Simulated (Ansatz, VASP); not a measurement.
## Cu12H in VASP and in Ansatz

```
Cu H
1.0
     5.03783    0.00000    0.00000
     0.00000    5.03783    0.00000
     0.00000    0.00000   20.66228
Cu H
12 1
Direct
  0.25000 0.25000 0.19359
  0.25000 0.75000 0.19359
  0.75000 0.25000 0.19359
  0.75000 0.75000 0.19359
  0.00000 0.00000 0.27979
  0.00000 0.50000 0.27979
  0.50000 0.00000 0.27979
  0.50000 0.50000 0.27979
  0.25000 0.25000 0.36599
  0.25000 0.75000 0.36599
  0.75000 0.25000 0.36599
  0.75000 0.75000 0.36599
  0.25000 0.41667 0.50151
```

Alike in both runs: task single point; functional PBE; dispersion D3(BJ); k mesh 5 × 5 × 1; occupations gaussian, width 0.1 eV; no spin polarisation.

|  | VASP | Ansatz |
| --- | --- | --- |
| version | VASP 6.6.1 | Ansatz 0.2.0 |
| potentials or method | VASP PAW PBE potentials, release 64 (Cu, H), cutoff 520 eV | scalar-relativistic, plane waves, PAW |
| valence electrons in the cell | 133 | 229 |

VASP gave:

- gap on the k mesh at the Fermi level (eV): none
- rms of the force components (eV/Å): 0.234
- work function, face that differs most (eV): 4.52

Question: Estimate Ansatz's values.

Answer: gap on the k mesh at the Fermi level (eV): none; rms of the force components (eV/Å): 0.230; work function, face that differs most (eV): 4.54.

Atom by atom the forces differ by 0.015 eV/Å (rms over components). A gap of «none» marks a metal or a gap that the smearing closes. VASP's potentials hold 133 valence electrons a cell and Ansatz's 229, so a difference there can come from the potentials and not from the codes. Ansatz's warnings: xc potential rough in thin density.
